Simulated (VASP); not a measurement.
# Co (P6_3/mmc) in VASP: electric field gradients with LDA

Aim: the electric field gradients of Co with LDA.

All numbers are computed with VASP 6.6.1; they aren't measurements. Logs are shortened: lines on timing, memory, paths and dates and some standing lists are left out, and cuts for length are marked.

## 1. The cell of the first run

It takes space group P6_3/mmc (No. 194, hexagonal). The conventional cell has a = 2.430 Å, b = 2.430 Å, c = 3.953 Å, α = 90.00°, β = 90.00°, γ = 120.00°. Within 3.2 Å of Co (site symmetry -6m2) lie 12 Co at 2.42 to 2.43 Å.

## 2. Electric field gradients, LDA, collinear spin, ferromagnetic start (10.11 Å³/atom)

INCAR reads:

```
PREC = Accurate
ENCUT = 520
EDIFF = 1E-8
ISMEAR = -1
SIGMA = 0.03
LREAL = False
LASPH = True
NELM = 150
ALGO = Normal
ISIF = 2
LWAVE = False
LCHARG = False
ISPIN = 2
MAGMOM = 2 2
LORBIT = 11
LMAXMIX = 4
LEFG = True
NBANDS = 20
```

KPOINTS reads:

```
regular mesh
0
Gamma
  17 17 9
```

POSCAR reads:

```
Co
1.0
    2.4300935040      0.0000000000      0.0000000000
   -1.2150467520      2.1045227081      0.0000000000
    0.0000000000      0.0000000000      3.9529759265
Co
2
Direct
    0.3333333333      0.6666666667      0.2500000000
    0.6666666667      0.3333333333      0.7500000000
```

Potentials or basis: VASP PAW LDA potentials, release 64 (Co).

On the command line:

```
$ cat potpaw_LDA.64/Co/POTCAR > POTCAR
$ mpirun -np 1 vasp_std > vasp.out
```

OUTCAR:

```text
PREC = Accurate
   ENCUT = 520
   EDIFF = 1E-8
   ISMEAR = -1
   LREAL = False
   LASPH = True
   NELM = 150
   ISIF = 2
   ISPIN = 2
   LORBIT = 11

 ion  position               nearest neighbor table
   1  0.333  0.667  0.250-   2 2.42   2 2.42   2 2.42   2 2.42   2 2.42   2 2.42
   2  0.667  0.333  0.750-   1 2.42   1 2.42   1 2.42   1 2.42   1 2.42   1 2.42

  LATTYP: Found a hexagonal cell.
 ALAT       =     2.4300935040
 C/A-ratio  =     1.6266764715

  Lattice vectors:

 A1 = (   2.4300935040,   0.0000000000,   0.0000000000)
 A2 = (  -1.2150467520,   2.1045227081,   0.0000000000)
 A3 = (   0.0000000000,   0.0000000000,   3.9529759265)

Analysis of symmetry for initial positions (statically):
=====================================================================
 Subroutine PRICEL returns:
 Original cell was already a primitive cell.

 Routine SETGRP: Setting up the symmetry group for a
 hexagonal supercell.

 Subroutine GETGRP returns: Found 24 space group operations
 (whereof 12 operations were pure point group operations)
 out of a pool of 24 trial point group operations.

The static configuration has the point symmetry D_3d.
 The point group associated with its full space group is D_6h.

Analysis of symmetry for dynamics (positions and initial velocities):
=====================================================================
 Subroutine PRICEL returns:
 Original cell was already a primitive cell.

 Routine SETGRP: Setting up the symmetry group for a
 hexagonal supercell.

 Subroutine GETGRP returns: Found 24 space group operations
 (whereof 12 operations were pure point group operations)
 out of a pool of 24 trial point group operations.

The dynamic configuration has the point symmetry D_3d.
 The point group associated with its full space group is D_6h.

Analysis of structural, dynamic, and magnetic symmetry:
=====================================================================
 Subroutine PRICEL returns:
 Original cell was already a primitive cell.

 Routine SETGRP: Setting up the symmetry group for a
 hexagonal supercell.

 Subroutine GETGRP returns: Found 24 space group operations
 (whereof 12 operations were pure point group operations)
 out of a pool of 24 trial point group operations.

The overall configuration has the point symmetry D_3d.
 The point group associated with its full space group is D_6h.

 Subroutine INISYM returns: Found 24 space group operations
 (whereof 12 operations are pure point group operations),
 and found     1 'primitive' translations

----------------------------------------------------------------------------------------

                                     Primitive cell

  volume of cell :      20.2163

  direct lattice vectors                    reciprocal lattice vectors
     2.430093504  0.000000000  0.000000000     0.411506799  0.237583561  0.000000000
    -1.215046752  2.104522708  0.000000000     0.000000000  0.475167123  0.000000000
     0.000000000  0.000000000  3.952975927     0.000000000  0.000000000  0.252973967

  length of vectors
     2.430093504  2.430093504  3.952975927     0.475167123  0.475167123  0.252973967

  position of ions in fractional coordinates (direct lattice)
     0.333333333  0.666666667  0.250000000
     0.666666667  0.333333333  0.750000000

  ion indices of the primitive-cell ions
   primitive index   ion index
                 1           1
                 2           2

----------------------------------------------------------------------------------------

 KPOINTS: regular mesh

Automatic generation of k-mesh.
 Grid dimensions read from file:
[... 63 lines left out ...]
   ENCUT  =  520.0 eV  38.22 Ry    6.18 a.u.   4.52  4.52  7.35*2*pi/ulx,y,z
   NELM   =    150;   NELMIN=  2; NELMDL= -5     # of ELM steps
   EDIFF  = 0.1E-07   stopping-criterion for ELM
   LREAL  =      F    real-space projection
   EDIFFG = 0.1E-06   stopping-criterion for IOM
   NSW    =      0    number of steps for IOM
   IBRION =     -1    ionic relax: 0-MD 1-quasi-New 2-CG
   NFREE  =      0    steps in history (QN), initial steepest desc. (CG)
   ISIF   =      2    stress and relaxation
   ISYM   =      2    0-nonsym 1-usesym 2-fastsym
   POTIM  = 0.5000    time-step for ionic-motion
   TEBEG  =    0.0;   TEEND  =   0.0 temperature during run
   PSTRESS=    0.0 pullay stress
   NELECT =      18.0000    total number of electrons
   NUPDOWN=      -1.0000    fix difference up-down
   EMIN   =  10.00;   EMAX   =-10.00  energy-range for DOS
   EFERMI =   0.00;   METHOD = LEGACY
   ISMEAR =    -1;   SIGMA  =   0.03  broadening in eV -4-tet -1-fermi 0-gaus
   EFERMI_NEDOS =   21; number of points for ismear=-14 and -15
   IALGO  =     38    algorithm
   IMIX   =      4    mixing-type and parameters
     AMIX     =   0.40;   BMIX     =  1.00
     AMIX_MAG =   1.60;   BMIX_MAG =  1.00
  volume/ion in A,a.u.               =      10.11        68.21
  Fermi-wavevector in a.u.,A,eV,Ry     =   1.574945  2.976215 33.748598  2.480452
  Thomas-Fermi vector in A             =   2.676003
   LORBIT       =     11    0 simple, 1 ext, 2 COOP (PROOUT), +10 PAW based schemes
   GGA     = CA    functional components
   LHFCALC =     F    Hartree Fock is set to
   AEXX    =    0.0000 exact exchange contribution
   IVDW    =     0    specifies the selected vdW correction
   LEPSILON=     F    determine dielectric tensor
   LRPA    =     F    only Hartree local field effects (RPA)
 spin polarized calculation
  energy-cutoff  :      520.00
  volume of cell :       20.22
 maximum number of plane-waves:       567
 NGX is ok and might be reduce to    18
   NGX =  9   NGY =  9   NGZ = 15

 number of electron      17.9999981 magnetization       2.9768368

 Free energy of the ion-electron system (eV)
  ---------------------------------------------------
  ext. energy  EPLUGINS =         0.00000000
  ---------------------------------------------------
  free energy    TOTEN  =       -16.24897387 eV

  energy without entropy =      -16.24340162  energy(sigma->0) =      -16.24618774

 E-fermi :  10.9382     XC(G=0): -14.1582

 val. band max:       10.9333883533   @ k =   0.0588   0.0588   0.2222
 cond. band min:      10.9443890192   @ k =   0.1765   0.0588   0.4444
 fundamental gap:      0.0110006659
 Fermi energy:        10.9382288067

 spin component 1

 k-point     1 :       0.0000    0.0000    0.0000
  band No.  band energies     occupation
      1       1.6307      1.00000
      2       5.5522      1.00000
      3       8.3568      1.00000
      4       8.4195      1.00000
      5       8.4195      1.00000
      6       8.7699      1.00000
[... 541 lines left out ...]
     19      34.4188      0.00000
     20      40.1612      0.00000

 [... further k-points ...]

 spin component 2

 k-point     1 :       0.0000    0.0000    0.0000
  band No.  band energies     occupation
      1       1.8140      1.00000
      2       6.4102      1.00000
      3       9.7240      1.00000
      4       9.7820      1.00000
      5       9.7820      1.00000
      6      10.1758      1.00000
[... 541 lines left out ...]
     19      34.8129      0.00000
     20      40.5272      0.00000

 [... further k-points ...]

------------------------ aborting loop because EDIFF is reached ----------------------------------------

  FORCE on cell =-STRESS in cart. coord.  units (eV):
  Direction    XX          YY          ZZ          XY          YZ          ZX
  --------------------------------------------------------------------------------------
  -------------------------------------------------------------------------------------
  Total       -0.3686940     -0.3686940     -0.7248584      0.0000000      0.0000000     -0.0000000
  in kB      -29.2197054    -29.2197054    -57.4464256      0.0000000      0.0000000     -0.0000000
  external PRESSURE =     -38.6286121 kB  Pullay stress =       0.0000000 kB

 VOLUME and BASIS-vectors are now :
 -----------------------------------------------------------------------------
  energy-cutoff  :      520.00
  volume of cell :       20.22
      direct lattice vectors                 reciprocal lattice vectors
     2.430093504  0.000000000  0.000000000     0.411506799  0.237583561  0.000000000
    -1.215046752  2.104522708  0.000000000     0.000000000  0.475167123  0.000000000
     0.000000000  0.000000000  3.952975927     0.000000000  0.000000000  0.252973967

 POSITION                                       TOTAL-FORCE (eV/Angst)
 -----------------------------------------------------------------------------------
     -0.00000      1.40302      0.98824        -0.000000      0.000000      0.000000
      1.21505      0.70151      2.96473         0.000000      0.000000      0.000000
 -----------------------------------------------------------------------------------
    total drift:                                0.000000      0.000000     -0.000000

  FREE ENERGIE OF THE ION-ELECTRON SYSTEM (eV)
  ---------------------------------------------------
  free  energy   TOTEN  =       -16.2489738665 eV

  energy  without entropy=      -16.2434016150  energy(sigma->0) =      -16.24618774

 Electric field gradients (V/A^2)
---------------------------------------------------------------------
 ion       V_xx      V_yy      V_zz      V_xy      V_xz      V_yz
---------------------------------------------------------------------
   1       2.014     2.016    -4.030     0.001     0.000    -0.000
   2       2.014     2.016    -4.030     0.001    -0.000     0.000
---------------------------------------------------------------------

 Electric field gradients after diagonalization (V/A^2)
 (convention: |V_zz| > |V_xx| > |V_yy|)
----------------------------------------------------------------------
 ion       V_xx      V_yy      V_zz     asymmetry (V_yy - V_xx)/ V_zz
----------------------------------------------------------------------
   1       2.016     2.013    -4.030       0.001
   2       2.016     2.013    -4.030       0.001
----------------------------------------------------------------------

           NMR quadrupolar parameters

 Cq : quadrupolar parameter    Cq=e*Q*V_zz/h
 eta: asymmetry parameters     (V_yy - V_xx)/ V_zz
 Q  : nuclear electric quadrupole moment in mb (millibarn)
----------------------------------------------------------------------
 ion       Cq(MHz)       eta       Q (mb)
----------------------------------------------------------------------
   1      -0.010       0.001       1.000
   2      -0.010       0.001       1.000
----------------------------------------------------------------------

 total charge

# of ion       s       p       d       tot
------------------------------------------
    1        0.518   0.579   7.331   8.429
    2        0.518   0.579   7.331   8.429
--------------------------------------------------
tot          1.037   1.159  14.662  16.857

 magnetization (x)

# of ion       s       p       d       tot
------------------------------------------
    1       -0.013  -0.039   1.535   1.483
    2       -0.013  -0.039   1.535   1.483
--------------------------------------------------
tot         -0.027  -0.077   3.070   2.966
```

Wall time 3.6 min (1 thread of Intel Xeon 8259CL, shared host); peak memory 0.2 GiB.

Results:

- Free energy: -16.2490 eV
- Pressure: -3.9 GPa
- Net moment: 2.98 μB per cell
- Site moments: Co +1.48 μB
- Largest electric field gradient by atom: Co -4.0 V/Å²
- Valence electrons inside the program's atomic spheres: Co 8.43

Levels at points of the mesh, in eV from the Fermi level:
Spin up:
```
           k point  band 8  band 9  band 10  band 11  band 12  band 13
(0.00, 0.00, 0.00)   -1.74   -1.74    -0.51    -0.51    -0.16     7.03
```
Spin down:
```
           k point  band 4  band 5  band 6  band 7  band 8  band 9  band 10  band 11
(0.00, 0.00, 0.00)   -1.16   -1.16   -0.76   -0.76   -0.27   -0.27     0.01     1.05
```

Electric field gradients, principal values (V/Å²):
| atom | least | middle | greatest (by size) |
| --- | --- | --- | --- |
| 1 Co | 2.013 | 2.016 | -4.030 |
| 2 Co | 2.013 | 2.016 | -4.030 |

Caveat: the cell stands under tension; without QUAD_EFG the Cq values of the log hold for a quadrupole moment of 1 mb, not for the nuclei.
